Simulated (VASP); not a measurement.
# LiNO3 (R-3c) in VASP: further runs, part 2 of 3

VASP 6.6.1. The steps go on from the part before.

### 3 Single point, LDA

Input file INCAR:

```
ALGO = Normal ; EDIFF = 1E-6
ENCUT = 520 ; ISIF = 2
ISMEAR = 0 ; LASPH = T
LCHARG = T ; LELF = T
LREAL = F ; LVHAR = T
LWAVE = F ; NBANDS = 37
NELM = 60 ; PREC = Accurate
SIGMA = 0.02
```

Input file KPOINTS:

```
k-points
0
Gamma
  6 6 6
```

Input file POSCAR:

```
LiNO3
1.0
    2.2954877546      1.3253004730      4.7717809640
   -2.2954877546      1.3253004730      4.7717809640
    0.0000000000     -2.6506009461      4.7717809640
Li N O
2 2 6
Direct
    0.0000000000      0.0000000000      0.0000000000
    0.5000000000      0.5000000000      0.5000000000
    0.2500000000      0.2500000000      0.2500000000
    0.7500000000      0.7500000000      0.7500000000
    0.5208762834      0.9791237166      0.2500000000
    0.2500000000      0.5208762834      0.9791237166
    0.9791237166      0.2500000000      0.5208762834
    0.4791237166      0.0208762834      0.7500000000
    0.7500000000      0.4791237166      0.0208762834
    0.0208762834      0.7500000000      0.4791237166
```

Potentials or basis: VASP PAW LDA potentials, release 64 (Li_sv, N, O).

On the command line:

```sh
$ cat potpaw_LDA.64/Li_sv/POTCAR potpaw_LDA.64/N/POTCAR potpaw_LDA.64/O/POTCAR > POTCAR
$ mpirun -np 1 vasp_std > vasp.out
```

OUTCAR:

```text
EDIFF = 1E-6
   ENCUT = 520
   ISIF = 2
   ISMEAR = 0
   LASPH = T
   LREAL = F
   NELM = 60
   PREC = Accurate

 ion  position               nearest neighbor table
   1  0.000  0.000  0.000-   5 2.07   8 2.07   6 2.07   9 2.07   7 2.07  10 2.07
   2  0.500  0.500  0.500-   5 2.07   8 2.07   7 2.07  10 2.07   9 2.07   6 2.07
   3  0.250  0.250  0.250-   6 1.24   7 1.24   5 1.24
   4  0.750  0.750  0.750-   9 1.24  10 1.24   8 1.24
   5  0.521  0.979  0.250-   3 1.24   2 2.07   1 2.07
   6  0.250  0.521  0.979-   3 1.24   1 2.07   2 2.07
   7  0.979  0.250  0.521-   3 1.24   2 2.07   1 2.07
   8  0.479  0.021  0.750-   4 1.24   2 2.07   1 2.07
   9  0.750  0.479  0.021-   4 1.24   1 2.07   2 2.07
  10  0.021  0.750  0.479-   4 1.24   2 2.07   1 2.07

  LATTYP: Found a trigonal (rhomboedric) cell.
 ALAT       =     5.4585326731
 COS(alpha) =     0.6463056454

  Lattice vectors:

 A1 = (   2.2954877546,   1.3253004730,   4.7717809640)
 A2 = (  -2.2954877546,   1.3253004730,   4.7717809640)
 A3 = (   0.0000000000,  -2.6506009461,   4.7717809640)

Analysis of symmetry for initial positions (statically):
=====================================================================
 Subroutine PRICEL returns:
 Original cell was already a primitive cell.

 Routine SETGRP: Setting up the symmetry group for a
 trigonal (rhombohedral) supercell.

 Subroutine GETGRP returns: Found 12 space group operations
 (whereof  6 operations were pure point group operations)
 out of a pool of 12 trial point group operations.

The static configuration has the point symmetry S_6 .
 The point group associated with its full space group is D_3d.

Analysis of symmetry for dynamics (positions and initial velocities):
=====================================================================
 Subroutine PRICEL returns:
 Original cell was already a primitive cell.

 Routine SETGRP: Setting up the symmetry group for a
 trigonal (rhombohedral) supercell.

 Subroutine GETGRP returns: Found 12 space group operations
 (whereof  6 operations were pure point group operations)
 out of a pool of 12 trial point group operations.

The dynamic configuration has the point symmetry S_6 .
 The point group associated with its full space group is D_3d.

 Subroutine INISYM returns: Found 12 space group operations
 (whereof  6 operations are pure point group operations),
 and found     1 'primitive' translations

----------------------------------------------------------------------------------------

                                     Primitive cell

  volume of cell :      87.1006

  direct lattice vectors                    reciprocal lattice vectors
     2.295487755  1.325300473  4.771780964     0.217818631  0.125757645  0.069855120
    -2.295487755  1.325300473  4.771780964    -0.217818631  0.125757645  0.069855120
     0.000000000 -2.650600946  4.771780964     0.000000000 -0.251515290  0.069855120

  length of vectors
     5.458532673  5.458532673  5.458532673     0.261035781  0.261035781  0.261035781

  position of ions in fractional coordinates (direct lattice)
     0.000000000  0.000000000  0.000000000
     0.500000000  0.500000000  0.500000000
     0.250000000  0.250000000  0.250000000
     0.750000000  0.750000000  0.750000000
[... 74 lines left out ...]
   number of dos      NEDOS =    301   number of ions     NIONS =     10
   total plane-waves  NPLWV =  74088
   dimension x,y,z NGX =    42 NGY =   42 NGZ =   42
   dimension x,y,z NGXF=    84 NGYF=   84 NGZF=   84
   ions per type =               2   2   6
   NGX,Y,Z   is equivalent  to a cutoff of  12.79, 12.79, 12.79 a.u.
   NGXF,Y,Z  is equivalent  to a cutoff of  25.58, 25.58, 25.58 a.u.
 SYSTEM =  unknown system
   PREC   = accura    normal or accurate (medium, high low for compatibility)
   ISTART =      0    job   : 0-new  1-cont  2-samecut
   ICHARG =      2    charge: 1-file 2-atom 10-const
   ISPIN  =      1    spin polarized calculation?
   LNONCOLLINEAR =      F non collinear calculations
   LSORBIT =      F    spin-orbit coupling
   LASPH  =      T    aspherical Exc in radial PAW
   ENCUT  =  520.0 eV  38.22 Ry    6.18 a.u.  10.15 10.15 10.15*2*pi/ulx,y,z
   NELM   =     60;   NELMIN=  2; NELMDL= -5     # of ELM steps
   EDIFF  = 0.1E-05   stopping-criterion for ELM
   LREAL  =      F    real-space projection
   EDIFFG = 0.1E-04   stopping-criterion for IOM
   NSW    =      0    number of steps for IOM
   IBRION =     -1    ionic relax: 0-MD 1-quasi-New 2-CG
   NFREE  =      0    steps in history (QN), initial steepest desc. (CG)
   ISIF   =      2    stress and relaxation
   ISYM   =      2    0-nonsym 1-usesym 2-fastsym
   POTIM  = 0.5000    time-step for ionic-motion
   TEBEG  =    0.0;   TEEND  =   0.0 temperature during run
   PSTRESS=    0.0 pullay stress
   NELECT =      52.0000    total number of electrons
   NUPDOWN=      -1.0000    fix difference up-down
   EMIN   =  10.00;   EMAX   =-10.00  energy-range for DOS
   EFERMI =   0.00;   METHOD = LEGACY
   ISMEAR =     0;   SIGMA  =   0.02  broadening in eV -4-tet -1-fermi 0-gaus
   EFERMI_NEDOS =   21; number of points for ismear=-14 and -15
   IALGO  =     38    algorithm
   IMIX   =      4    mixing-type and parameters
     AMIX     =   0.40;   BMIX     =  1.00
     AMIX_MAG =   1.60;   BMIX_MAG =  1.00
  volume/ion in A,a.u.               =       8.71        58.78
  Fermi-wavevector in a.u.,A,eV,Ry     =   1.378486  2.604960 25.854099  1.900223
  Thomas-Fermi vector in A             =   2.503543
   LORBIT       =      0    0 simple, 1 ext, 2 COOP (PROOUT), +10 PAW based schemes
   GGA     = CA    functional components
   LHFCALC =     F    Hartree Fock is set to
   AEXX    =    0.0000 exact exchange contribution
   IVDW    =     0    specifies the selected vdW correction
   LEPSILON=     F    determine dielectric tensor
   LRPA    =     F    only Hartree local field effects (RPA)
 non-spin polarized calculation
 Gauss-broadening in eV      SIGMA  =   0.02
  energy-cutoff  :      520.00
  volume of cell :       87.10
 maximum number of plane-waves:      2370
 NGX is ok and might be reduce to    42
   NGX = 21   NGY = 21   NGZ = 21

 number of electron      51.9999992 magnetization

 Free energy of the ion-electron system (eV)
  ---------------------------------------------------
  ext. energy  EPLUGINS =         0.00000000
  ---------------------------------------------------
  free energy    TOTEN  =       -66.76677901 eV

  energy without entropy =      -66.76677901  energy(sigma->0) =      -66.76677901

 E-fermi :   1.4097     XC(G=0): -10.8943

 val. band max:        1.2363775951   @ k =   0.5000   0.5000   0.0000
 cond. band min:       4.3364176621   @ k =   0.3333   0.3333   0.3333
 fundamental gap:      3.1000400671
 Fermi energy:         1.4097469475

 k-point     1 :       0.0000    0.0000    0.0000
  band No.  band energies     occupation
      1     -40.3558      2.00000
      2     -40.3489      2.00000
      3     -24.8513      2.00000
      4     -24.5209      2.00000
      5     -19.0504      2.00000
      6     -19.0504      2.00000
[... 949 lines left out ...]
     36      14.3685      0.00000
     37      15.1598      0.00000

 [... further k-points ...]

------------------------ aborting loop because EDIFF is reached ----------------------------------------

  FORCE on cell =-STRESS in cart. coord.  units (eV):
  Direction    XX          YY          ZZ          XY          YZ          ZX
  --------------------------------------------------------------------------------------
  -------------------------------------------------------------------------------------
  Total        2.3416656      2.3416656     -0.2376260      0.0000000      0.0000000      0.0000000
  in kB       43.0739171     43.0739171     -4.3710275      0.0000000      0.0000000      0.0000000
  external PRESSURE =      27.2589356 kB  Pullay stress =       0.0000000 kB

 VOLUME and BASIS-vectors are now :
 -----------------------------------------------------------------------------
  energy-cutoff  :      520.00
  volume of cell :       87.10
      direct lattice vectors                 reciprocal lattice vectors
     2.295487755  1.325300473  4.771780964     0.217818631  0.125757645  0.069855120
    -2.295487755  1.325300473  4.771780964    -0.217818631  0.125757645  0.069855120
     0.000000000 -2.650600946  4.771780964     0.000000000 -0.251515290  0.069855120

 POSITION                                       TOTAL-FORCE (eV/Angst)
 -----------------------------------------------------------------------------------
      0.00000      0.00000      0.00000        -0.000000      0.000000      0.000000
      0.00000     -0.00000      7.15767        -0.000000     -0.000000      0.000000
      0.00000     -0.00000      3.57884        -0.000000      0.000000      0.000000
      0.00000     -0.00000     10.73651        -0.000000      0.000000      0.000000
     -1.05190      1.32530      8.35062         0.680481     -0.000000     -0.000000
     -0.62179     -1.57362      8.35062        -0.340240      0.589314      0.000000
      1.67369      0.24832      8.35062        -0.340240     -0.589314      0.000000
      1.05190     -1.32530      5.96473        -0.680481     -0.000000     -0.000000
      0.62179      1.57362      5.96473         0.340240     -0.589314      0.000000
     -1.67369     -0.24832      5.96473         0.340240      0.589314      0.000000
 -----------------------------------------------------------------------------------
    total drift:                               -0.000000      0.000000     -0.000000

  FREE ENERGIE OF THE ION-ELECTRON SYSTEM (eV)
  ---------------------------------------------------
  free  energy   TOTEN  =       -66.7667790059 eV

  energy  without entropy=      -66.7667790059  energy(sigma->0) =      -66.76677901
```

Run time: 4.3 min. Hardware: 1 thread of AMD EPYC 7R13, shared host; peak memory 0.21 GiB.

Results:

```yaml
Free_energy: -66.7668 eV
Largest_force: 0.680 eV/Å
Band_gap_on_the_k_mesh: 3.10 eV, indirect (least direct gap 3.45 eV)
```

Forces on the atoms (eV/Å):
```
Li   0.000  0.000  0.000
Li   0.000  0.000  0.000
N    0.000  0.000  0.000
N    0.000  0.000  0.000
O    0.680  0.000  0.000
O   -0.340  0.589  0.000
O   -0.340 -0.589  0.000
O   -0.680  0.000  0.000
O    0.340 -0.589  0.000
O    0.340  0.589  0.000
```

Caveat: the cutoff is under 1.25 times the usual one of these potentials, so pressure, stress and relaxed cells hold a basis-set (Pulay) error; the standard files for N, O and F lose accuracy on very short bonds.

(Part 2 of 3 ends here.)
